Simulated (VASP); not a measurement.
# Mo3H (Pm-3m) in VASP: notebook

Mo3H is run at these levels: PBE; tasks: single point, relaxation of cell and atoms.

Program: VASP 6.6.1. These are calculated values, not measurements. Logs are shortened: lines on timing, memory, paths and dates and some standing lists are left out, and cuts for length are marked.

## 1. The cell of the first run

It takes space group Pm-3m (No. 221, cubic). The conventional cell has a = 3.798 Å, b = 3.798 Å, c = 3.798 Å, α = 90.00°, β = 90.00°, γ = 90.00°. H (site symmetry m-3m) has 12 Mo at 2.69 Å within 3.5 Å. Within 3.5 Å of Mo (site symmetry 4/mmm) lie 4 H at 2.69 Å and 8 Mo at 2.69 Å.

## 2. Single point, PBE

INCAR reads:

```
PREC = Accurate
ENCUT = 520
EDIFF = 1E-7
ISMEAR = 0
SIGMA = 0.1
LREAL = False
LASPH = True
NELM = 100
ALGO = Normal
ISIF = 2
LWAVE = False
LCHARG = False
GGA = PE
NBANDS = 30
```

KPOINTS reads:

```
Automatic mesh
0
Gamma
  12 12 12
```

POSCAR reads:

```
Mo3H
1.0
    3.7981949946      0.0000000000      0.0000000000
    0.0000000000      3.7981949946      0.0000000000
    0.0000000000      0.0000000000      3.7981949946
H Mo
1 3
Direct
    0.0000000000      0.0000000000      0.0000000000
    0.0000000000      0.5000000000      0.5000000000
    0.5000000000      0.0000000000      0.5000000000
    0.5000000000      0.5000000000      0.0000000000
```

Potentials or basis: VASP PAW PBE potentials, release 64 (H, Mo_sv).

The run is started by

```
$ cat potpaw_PBE.64/H/POTCAR potpaw_PBE.64/Mo_sv/POTCAR > POTCAR
$ mpirun -np 1 vasp_std > vasp.out
```

OUTCAR:

```text
PREC = Accurate
   ENCUT = 520
   EDIFF = 1E-7
   ISMEAR = 0
   LREAL = False
   LASPH = True
   NELM = 100
   ISIF = 2
   GGA = PE

 ion  position               nearest neighbor table
   1  0.000  0.000  0.000-
   2  0.000  0.500  0.500-   3 2.69   4 2.69   4 2.69   3 2.69   3 2.69   4 2.69   4 2.69   3 2.69

   3  0.500  0.000  0.500-   2 2.69   4 2.69   4 2.69   2 2.69   4 2.69   4 2.69   2 2.69   2 2.69

   4  0.500  0.500  0.000-   2 2.69   3 2.69   2 2.69   3 2.69   3 2.69   3 2.69   2 2.69   2 2.69

  LATTYP: Found a simple cubic cell.
 ALAT       =     3.7981949946

  Lattice vectors:

 A1 = (   3.7981949946,   0.0000000000,   0.0000000000)
 A2 = (   0.0000000000,   3.7981949946,   0.0000000000)
 A3 = (   0.0000000000,   0.0000000000,   3.7981949946)

Analysis of symmetry for initial positions (statically):
=====================================================================
 Subroutine PRICEL returns:
 Original cell was already a primitive cell.

 Routine SETGRP: Setting up the symmetry group for a
 simple cubic supercell.

 Subroutine GETGRP returns: Found 48 space group operations
 (whereof 48 operations were pure point group operations)
 out of a pool of 48 trial point group operations.

The static configuration has the point symmetry O_h .

Analysis of symmetry for dynamics (positions and initial velocities):
=====================================================================
 Subroutine PRICEL returns:
 Original cell was already a primitive cell.

 Routine SETGRP: Setting up the symmetry group for a
 simple cubic supercell.

 Subroutine GETGRP returns: Found 48 space group operations
 (whereof 48 operations were pure point group operations)
 out of a pool of 48 trial point group operations.

The dynamic configuration has the point symmetry O_h .

 Subroutine INISYM returns: Found 48 space group operations
 (whereof 48 operations are pure point group operations),
 and found     1 'primitive' translations

----------------------------------------------------------------------------------------

                                     Primitive cell

  volume of cell :      54.7938

  direct lattice vectors                    reciprocal lattice vectors
     3.798194995  0.000000000  0.000000000     0.263282955  0.000000000  0.000000000
     0.000000000  3.798194995  0.000000000     0.000000000  0.263282955  0.000000000
[... 87 lines left out ...]
   ENCUT  =  520.0 eV  38.22 Ry    6.18 a.u.   7.06  7.06  7.06*2*pi/ulx,y,z
   NELM   =    100;   NELMIN=  2; NELMDL= -5     # of ELM steps
   EDIFF  = 0.1E-06   stopping-criterion for ELM
   LREAL  =      F    real-space projection
   EDIFFG = 0.1E-05   stopping-criterion for IOM
   NSW    =      0    number of steps for IOM
   IBRION =     -1    ionic relax: 0-MD 1-quasi-New 2-CG
   NFREE  =      0    steps in history (QN), initial steepest desc. (CG)
   ISIF   =      2    stress and relaxation
   ISYM   =      2    0-nonsym 1-usesym 2-fastsym
   POTIM  = 0.5000    time-step for ionic-motion
   TEBEG  =    0.0;   TEEND  =   0.0 temperature during run
   PSTRESS=    0.0 pullay stress
   NELECT =      43.0000    total number of electrons
   NUPDOWN=      -1.0000    fix difference up-down
   EMIN   =  10.00;   EMAX   =-10.00  energy-range for DOS
   EFERMI =   0.00;   METHOD = LEGACY
   ISMEAR =     0;   SIGMA  =   0.10  broadening in eV -4-tet -1-fermi 0-gaus
   EFERMI_NEDOS =   21; number of points for ismear=-14 and -15
   IALGO  =     38    algorithm
   IMIX   =      4    mixing-type and parameters
     AMIX     =   0.40;   BMIX     =  1.00
     AMIX_MAG =   1.60;   BMIX_MAG =  1.00
  volume/ion in A,a.u.               =      13.70        92.44
  Fermi-wavevector in a.u.,A,eV,Ry     =   1.510035  2.853553 31.024089  2.280206
  Thomas-Fermi vector in A             =   2.620278
   LORBIT       =      0    0 simple, 1 ext, 2 COOP (PROOUT), +10 PAW based schemes
   GGA     = PE    functional components
   LHFCALC =     F    Hartree Fock is set to
   AEXX    =    0.0000 exact exchange contribution
   IVDW    =     0    specifies the selected vdW correction
   LEPSILON=     F    determine dielectric tensor
   LRPA    =     F    only Hartree local field effects (RPA)
 non-spin polarized calculation
 Gauss-broadening in eV      SIGMA  =   0.10
  energy-cutoff  :      520.00
  volume of cell :       54.79
 maximum number of plane-waves:      1498
   NGX = 15   NGY = 15   NGZ = 15

 number of electron      42.9999990 magnetization

 Free energy of the ion-electron system (eV)
  ---------------------------------------------------
  ext. energy  EPLUGINS =         0.00000000
  ---------------------------------------------------
  free energy    TOTEN  =       -32.52693468 eV

  energy without entropy =      -32.51185631  energy(sigma->0) =      -32.51939549

 E-fermi :  10.5993     XC(G=0): -12.6140

 val. band max:       10.5885918060   @ k =   0.4167   0.4167   0.3333
 cond. band min:      10.6029102992   @ k =   0.1667   0.0833   0.0833
 fundamental gap:      0.0143184932
 Fermi energy:        10.5992894106

 k-point     1 :       0.0000    0.0000    0.0000
  band No.  band energies     occupation
      1     -50.4808      2.00000
      2     -50.0731      2.00000
      3     -50.0731      2.00000
      4     -25.0780      2.00000
      5     -25.0780      2.00000
      6     -25.0780      2.00000
[... 781 lines left out ...]
     29      13.3116      0.00000
     30      15.8413      0.00000

 [... further k-points ...]

------------------------ aborting loop because EDIFF is reached ----------------------------------------

  FORCE on cell =-STRESS in cart. coord.  units (eV):
  Direction    XX          YY          ZZ          XY          YZ          ZX
  --------------------------------------------------------------------------------------
  -------------------------------------------------------------------------------------
  Total        0.1377997      0.1377997      0.1377997     -0.0000000     -0.0000000     -0.0000000
  in kB        4.0292770      4.0292770      4.0292770     -0.0000000     -0.0000000     -0.0000000
  external PRESSURE =       4.0292770 kB  Pullay stress =       0.0000000 kB

 VOLUME and BASIS-vectors are now :
 -----------------------------------------------------------------------------
  energy-cutoff  :      520.00
  volume of cell :       54.79
      direct lattice vectors                 reciprocal lattice vectors
     3.798194995  0.000000000  0.000000000     0.263282955  0.000000000  0.000000000
     0.000000000  3.798194995  0.000000000     0.000000000  0.263282955  0.000000000
     0.000000000  0.000000000  3.798194995     0.000000000  0.000000000  0.263282955

 POSITION                                       TOTAL-FORCE (eV/Angst)
 -----------------------------------------------------------------------------------
      0.00000      0.00000      0.00000         0.000000      0.000000      0.000000
      0.00000      1.89910      1.89910         0.000000      0.000000      0.000000
      1.89910      0.00000      1.89910         0.000000      0.000000      0.000000
      1.89910      1.89910      0.00000         0.000000      0.000000      0.000000
 -----------------------------------------------------------------------------------
    total drift:                                0.000000      0.000000      0.000000

  FREE ENERGIE OF THE ION-ELECTRON SYSTEM (eV)
  ---------------------------------------------------
  free  energy   TOTEN  =       -32.5269346783 eV

  energy  without entropy=      -32.5118563076  energy(sigma->0) =      -32.51939549
```

stdout:

```text
POSCAR found type information on POSCAR H Mo
 POSCAR found :  2 types and       4 ions
 scaLAPACK will be used
 LDA part: xc-table for (Slater+PW92), standard interpolation
 POSCAR, INCAR and KPOINTS ok, starting setup
 FFT: planning ... GRIDC
 FFT: planning ... GRID_SOFT
 FFT: planning ... GRID
 WAVECAR not read
 entering main loop
```

It took 1.7 min on 1 thread of Intel Xeon 8259CL, shared host; peak memory 0.23 GiB.

Results:

| Property | Result |
| --- | --- |
| Free energy | -32.5269 eV |
| Pressure | 0.4 GPa |
| Band gap on the k mesh | zero (an odd number of electrons rules out a gap without spin polarisation) |

## 3. Single point, PBE

This run uses another cell than the first one: it holds 8 atoms, not 4.

INCAR reads:

```
SYSTEM = Mo3H
PREC = Accurate ; ENCUT = 520
EDIFF = 1E-6 ; ISMEAR = 0
SIGMA = 0.1 ; LREAL = .False.
LASPH = .True. ; NELM = 60
ALGO = Normal ; ISIF = 2
LWAVE = .False. ; LCHARG = .False.
GGA = PE ; NBANDS = 53
```

KPOINTS reads:

```
Automatic mesh
0
Gamma
  6 6 4
  0 0 0
```

POSCAR reads:

```
Mo3H
1.0
   -3.7981949946      0.0000000000      0.0000000000
    0.0000000000      0.0000000000     -3.7981949946
    0.0000000000     -7.5963899892      0.0000000000
H Mo
2 6
Direct
    0.0000000000      1.0000000000      1.0000000000
    0.0000000000      1.0000000000      0.5000000000
    1.0000000000      0.5000000000      0.7500000000
    1.0000000000      0.5000000000      0.2500000000
    0.5000000000      0.5000000000      0.5000000000
    0.5000000000      0.5000000000      0.0000000000
    0.5000000000      0.0000000000      0.7500000000
    0.5000000000      0.0000000000      0.2500000000
```

Potentials or basis: VASP PAW PBE potentials, release 64 (H, Mo_sv).

The run is started by

```
$ cat potpaw_PBE.64/H/POTCAR potpaw_PBE.64/Mo_sv/POTCAR > POTCAR
$ mpirun -np 1 vasp_std > vasp.out
```

OUTCAR:

```text
SYSTEM = Mo3H
   PREC = Accurate
   ENCUT = 520
   EDIFF = 1E-6
   ISMEAR = 0
   LREAL = .False.
   LASPH = .True.
   NELM = 60
   ISIF = 2
   GGA = PE

 ion  position               nearest neighbor table
   1  0.000  0.000  0.000-
   2  0.000  0.000  0.500-
   3  0.000  0.500  0.750-   5 2.69   6 2.69   7 2.69   7 2.69   5 2.69   6 2.69   7 2.69   7 2.69

   4  0.000  0.500  0.250-   5 2.69   6 2.69   8 2.69   8 2.69   5 2.69   6 2.69   8 2.69   8 2.69

[... 1575 lines left out ...]
  Total        0.1459263      0.0324873      0.1459263      0.0000000      0.0000000      0.0000000
  in kB        2.1334500      0.4749654      2.1334500      0.0000000      0.0000000      0.0000000
  external PRESSURE =       1.5806218 kB  Pullay stress =       0.0000000 kB

 VOLUME and BASIS-vectors are now :
 -----------------------------------------------------------------------------
  energy-cutoff  :      520.00
  volume of cell :      109.59
      direct lattice vectors                 reciprocal lattice vectors
    -3.798194995  0.000000000  0.000000000    -0.263282955  0.000000000  0.000000000
     0.000000000  0.000000000 -3.798194995     0.000000000  0.000000000 -0.263282955
     0.000000000 -7.596389989  0.000000000     0.000000000 -0.131641477  0.000000000

 POSITION                                       TOTAL-FORCE (eV/Angst)
 -----------------------------------------------------------------------------------
      0.00000      0.00000      0.00000        -0.000000      0.000000      0.000000
      0.00000     -3.79819      0.00000        -0.000000      0.000000      0.000000
      0.00000     -5.69729     -1.89910         0.000000      0.000000      0.000000
      0.00000     -1.89910     -1.89910         0.000000     -0.000000      0.000000
     -1.89910     -3.79819     -1.89910         0.000000      0.000000     -0.000000
     -1.89910      0.00000     -1.89910         0.000000      0.000000     -0.000000
     -1.89910     -5.69729      0.00000         0.000000      0.000000      0.000000
     -1.89910     -1.89910      0.00000         0.000000     -0.000000      0.000000
 -----------------------------------------------------------------------------------
    total drift:                               -0.000000     -0.000000     -0.000000

  FREE ENERGIE OF THE ION-ELECTRON SYSTEM (eV)
  ---------------------------------------------------
  free  energy   TOTEN  =       -65.0712878073 eV

  energy  without entropy=      -65.0513986751  energy(sigma->0) =      -65.06134324
```

OSZICAR:

```text
N       E                     dE             d eps       ncg     rms          rms(c)
DAV:   1     0.108704401160E+04    0.10870E+04   -0.53363E+04  3204   0.168E+03
DAV:   2    -0.245786726710E+02   -0.11116E+04   -0.10871E+04  3402   0.534E+02
DAV:   3    -0.667381969379E+02   -0.42160E+02   -0.40630E+02  4307   0.947E+01
DAV:   4    -0.677770815992E+02   -0.10389E+01   -0.10248E+01  3864   0.118E+01
DAV:   5    -0.678047731594E+02   -0.27692E-01   -0.27609E-01  4136   0.174E+00    0.318E+01
DAV:   6    -0.653771694338E+02    0.24276E+01   -0.57660E+00  3571   0.129E+01    0.102E+01
DAV:   7    -0.650902987825E+02    0.28687E+00   -0.11377E+00  3878   0.537E+00    0.210E+00
DAV:   8    -0.651014590220E+02   -0.11160E-01   -0.29595E-01  4074   0.326E+00    0.164E+00
DAV:   9    -0.650716945366E+02    0.29764E-01   -0.17584E-01  4002   0.239E+00    0.350E-01
DAV:  10    -0.650711913557E+02    0.50318E-03   -0.79191E-03  4062   0.538E-01    0.139E-01
DAV:  11    -0.650712794827E+02   -0.88127E-04   -0.40607E-04  4057   0.988E-02    0.379E-02
DAV:  12    -0.650712891995E+02   -0.97167E-05   -0.26244E-05  3907   0.316E-02    0.140E-02
DAV:  13    -0.650712879502E+02    0.12493E-05   -0.69355E-06  3372   0.165E-02    0.344E-03
DAV:  14    -0.650712878073E+02    0.14289E-06   -0.46894E-07  2112   0.467E-03
   1 F= -.65071288E+02 E0= -.65061343E+02  d E =-.198891E-01
```

It took 3.3 min on 1 thread of Intel Xeon 8259CL, shared host; peak memory 0.27 GiB.

What came out:

- Free energy: -65.0713 eV
- Pressure: 0.2 GPa
- Band gap on the k mesh: zero (bands 43 and 44 overlap by 1.95 eV)

## 4. Relaxation of cell and atoms, PBE

INCAR reads:

```
PREC = Accurate ; ENCUT = 600
EDIFF = 1E-6 ; ISMEAR = 0
SIGMA = 0.1 ; LREAL = False
LASPH = True ; NELM = 100
ALGO = Normal ; ISIF = 3
LWAVE = False ; LCHARG = False
GGA = PE ; IBRION = 2
NSW = 100 ; EDIFFG = -0.01
```

KPOINTS reads:

```
Automatic mesh
0
Gamma
  12 12 12
```

POSCAR reads:

```
Mo3H
1.0
    3.7968967736      0.0000000000      0.0000000000
    0.0000000000      3.7968967736      0.0000000000
    0.0000000000      0.0000000000      3.7968967736
H Mo
1 3
Direct
    0.0000000000      0.0000000000      0.0000000000
    0.0000000000      0.5000000000      0.5000000000
    0.5000000000      0.0000000000      0.5000000000
    0.5000000000      0.5000000000      0.0000000000
```

The run is started by

```
$ cat potpaw_PBE.64/H/POTCAR potpaw_PBE.64/Mo_sv/POTCAR > POTCAR
$ mpirun -np 1 vasp_std > vasp.out
```

Wall time 3.8 min (1 thread of Intel Xeon 8259CL, shared host); peak memory 0.25 GiB.

Results (log left out):

```yaml
Free_energy: -32.5273 eV
Relaxed_volume: 13.72 Å³/atom
Relaxed_cell: a = 3.800 Å, b = 3.800 Å, c = 3.800 Å, α = 90.00°, β = 90.00°, γ = 90.00°
Space_group_after_relaxing_to_0.1_Å: Pm-3m (No. 221)
Energy_gained_by_relaxing: 0.1 meV/atom
Ionic_steps: 3
Pressure_after_relaxing: 0.0 GPa
Band_gap_on_the_k_mesh: zero (an odd number of electrons rules out a gap without spin polarisation)
```

Step by step:
| step | energy change (eV) | largest force (eV/Å) | pressure (GPa) | volume (Å³) |
| --- | --- | --- | --- | --- |
| 1 | 0.0000 | 0.0000 | 0.53 | 54.74 |
| 2 | 0.0003 | 0.0000 | -0.79 | 55.10 |
| 3 | -0.0002 | 0.0000 | 0.01 | 54.88 |

Final structure:
```
H Mo
1.0
     3.80028    0.00000    0.00000
     0.00000    3.80028    0.00000
     0.00000    0.00000    3.80028
H Mo
1 3
Direct
  0.00000 0.00000 0.00000
  0.00000 0.50000 0.50000
  0.50000 0.00000 0.50000
  0.50000 0.50000 0.00000
```

Levels at points of the mesh, in eV from the Fermi level:
| k point | band 18 | band 19 | band 20 | band 21 | band 22 | band 23 | band 24 | band 25 |
| --- | --- | --- | --- | --- | --- | --- | --- | --- |
| (0.00, 0.00, 0.00) | -3.72 | -3.72 | 1.15 | 1.15 | 1.15 | 3.11 | 3.11 | 3.14 |
| (0.50, 0.00, 0.00) | -2.24 | -1.58 | -0.84 | -0.84 | 0.05 | 0.30 | 0.32 | 1.36 |
| (0.50, 0.50, 0.00) | -2.27 | -1.97 | -1.97 | -0.74 | -0.74 | 0.49 | 0.49 | 0.53 |
| (0.50, 0.50, 0.50) | -1.31 | -1.31 | 0.87 | 0.87 | 0.87 | 1.96 | 1.96 | 1.96 |

## 5. Summary

```tsv
task	cell	k mesh	cutoff (eV)	gap on the mesh (eV)	pressure (GPa)
single point	a = 3.798 Å, 4 atoms, atomic positions A	12 × 12 × 12	520	none	0.4
single point	a = 3.798, b = 3.798, c = 7.596 Å, 8 atoms, atomic positions B	6 × 6 × 4	520	none	0.2
relaxation of cell and atoms	relaxed from a = 3.797 Å, 4 atoms, atomic positions A	12 × 12 × 12	600	none	0.0
```

Alike in all rows: level PBE; potentials or basis VASP PAW PBE potentials, release 64 (H, Mo_sv); no spin polarisation; smearing gaussian 0.1 eV.

Total energies depend on the potentials used, so only differences within one code and one set of settings carry meaning.

The gap in the log of VASP goes by the Fermi energy; the results here count the filled bands.